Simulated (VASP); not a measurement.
Wanted: the native input for a VASP 6.6.1 run.

```yaml
Task: single point
Functional: PBE
Potentials_or_basis: VASP PAW PBE potentials, release 64 (Hf_pv, F)
Cutoff: 520 eV
k_mesh: 4 × 4 × 4
Occupations: gaussian, width 0.1 eV
Spin: no spin polarisation
Dipole_correction: no
Further_INCAR_settings: ALGO = Normal; EDIFF = 1e-06; NBANDS = 38
```

The structure of Hf5F lies in POSCAR:

```
Hf5F
1.0
    5.0540727900      0.0000000000      0.0000000000
    0.0000000000      5.0540727900      0.0000000000
    0.0000000000      0.0000000000      5.0540727900
Hf F
5 1
Direct
    0.3254794800      0.3254794800      0.3254794800
    0.6745205200      0.6745205200      0.3254794800
    0.6745205200      0.3254794800      0.6745205200
    0.3254794800      0.6745205200      0.6745205200
    0.0000000000      0.0000000000      0.0000000000
    0.5000000000      0.5000000000      0.5000000000
```

The cell was generated, and may not be a known phase.

These files were run (other wordings do the same):

INCAR

```
PREC = Accurate ; ENCUT = 520
EDIFF = 1E-6 ; ISMEAR = 0
SIGMA = 0.1 ; LREAL = F
LASPH = T ; NELM = 60
ALGO = Normal ; ISIF = 2
LWAVE = F ; LCHARG = T
GGA = PE ; LELF = T
LVHAR = T ; NBANDS = 38
```

KPOINTS

```
regular mesh
0
Gamma
  4 4 4
```

Potentials or basis: VASP PAW PBE potentials, release 64 (Hf_pv, F).

Command:

```console
$ cat potpaw_PBE.64/Hf_pv/POTCAR potpaw_PBE.64/F/POTCAR > POTCAR
$ mpirun -np 1 vasp_std > vasp.out
```

It gave:

```yaml
Pressure: 99.4 GPa
Largest_force: 43.767 eV/Å
Band_gap_on_the_k_mesh: zero (an odd number of electrons rules out a gap without spin polarisation)
```

Caveat: the cell stands under pressure; spin-orbit coupling is left out, which moves the levels of the heavy elements; forces of over 1 eV/Å act on the atoms, so gaps and moduli don't describe the material at rest.

Run time: 28 s on 1 thread of Intel(R) Xeon(R) 6975P-C (Granite Rapids), on a shared host, peak memory 0.25 GiB.
